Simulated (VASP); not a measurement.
Ti3Se:

```
Se Ti
1.0
     3.23952    0.00000    0.00000
    -1.61976    2.80551    0.00000
     0.00000    0.00000    8.04727
Se Ti
1 3
Direct
  0.00000 0.00000 0.00000
  0.66667 0.33333 0.50000
  0.33333 0.66667 0.77290
  0.33333 0.66667 0.22710
```

Base run:

```yaml
Program: VASP 6.6.1
Functional: PBE
Potentials_or_basis: VASP PAW PBE potentials, release 64 (Se, Ti_sv)
Cutoff: 520 eV
k_mesh: 10 × 10 × 4
Occupations: fermi-dirac, width 0.05 eV
Spin: no spin polarisation
```

Its results: band gap on the k mesh zero (band 21 reaches 8.03 eV, above the bottom of band 22 at 7.48 eV); pressure -3.9 GPa; largest force 0.065 eV/Å.

Problem. The run is repeated on the same cell with these changes: functional from PBE to LDA; potentials or basis from VASP PAW PBE potentials, release 64 (Se, Ti_sv) to VASP PAW LDA potentials, release 64 (Se, Ti_sv). What comes out?

Solution. Band gap on the k mesh zero (band 21 reaches 7.83 eV, above the bottom of band 22 at 7.32 eV); pressure -11.3 GPa; largest force 0.191 eV/Å.
